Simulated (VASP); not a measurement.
Here is a VASP 6.6.1 calculation.

Contents of INCAR:

```
ALGO = Normal ; EDIFF = 1E-6
ENCUT = 520 ; ISIF = 2
ISMEAR = 0 ; ISPIN = 2
LASPH = T ; LCHARG = T
LELF = T ; LMAXMIX = 4
LORBIT = 11 ; LREAL = F
LVHAR = T ; LWAVE = F
MAGMOM = 0 0 0 0 0.58 0.58 ; NBANDS = 46
NELM = 150 ; PREC = Accurate
SIGMA = 0.2
```

Contents of KPOINTS:

```
k-points
0
Gamma
  10 10 10
```

POSCAR

```
Ti2Co
1.0
    0.0000000000      3.4569986538      3.4569986538
    3.4569986538      0.0000000000      3.4569986538
    3.4569986538      3.4569986538      0.0000000000
Ti Co
4 2
Direct
    0.1250000000      0.1250000000      0.1250000000
    0.6250000000      0.1250000000      0.1250000000
    0.1250000000      0.1250000000      0.6250000000
    0.1250000000      0.6250000000      0.1250000000
    0.5000000000      0.5000000000      0.5000000000
    0.7500000000      0.7500000000      0.7500000000
```

Potentials or basis: VASP PAW LDA potentials, release 64 (Ti_sv, Co).

Command:

```sh
$ cat potpaw_LDA.64/Ti_sv/POTCAR potpaw_LDA.64/Co/POTCAR > POTCAR
$ mpirun -np 1 vasp_std > vasp.out
```

Q: Predict the pressure.

A: -2.6 GPa.

Q: Predict the site moments.

A: Ti +0.01; Co +0.43 μB.

Q: Predict the net moment.

A: 0.86 μB per cell.
